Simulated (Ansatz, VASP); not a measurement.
# KTe2C4: VASP beside Ansatz

```
K Te C
1.0
     4.17045    0.00000    0.00000
    -2.08522    3.61171    0.00000
     0.00000    0.00000    9.79179
K Te C
1 2 4
Direct
  0.00000 0.00000 0.00000
  0.00000 0.00000 0.63687
  0.00000 0.00000 0.36313
  0.33333 0.66667 0.00000
  0.66667 0.33333 0.00000
  0.33333 0.66667 0.50000
  0.66667 0.33333 0.50000
```

Alike in both runs: functional PBE; k mesh 6 × 6 × 2; occupations gaussian, width 0.1 eV; no spin polarisation.

Ansatz relaxed the structure, and its values are those at the end. VASP's run is a single point on that final structure, the one shown.

```csv
,VASP,Ansatz
version,VASP 6.6.1,Ansatz 0.2.0
potentials or method,"VASP PAW PBE potentials, release 64 (K_sv, Te, C), cutoff 520 eV","scalar-relativistic, plane waves, PAW"
valence electrons in the cell,37,57
```

|  | VASP | Ansatz | Ansatz less VASP |
| --- | --- | --- | --- |
| gap on the k mesh at the Fermi level (eV) | none | none | - |
| pressure (GPa) | 0.2 | 0.0 | -0.16 |

A gap of «none» marks a metal or a gap that the smearing closes. VASP's potentials hold 37 valence electrons a cell and Ansatz's 57, so a difference there can come from the potentials and not from the codes.

Spin-orbit coupling is off throughout.
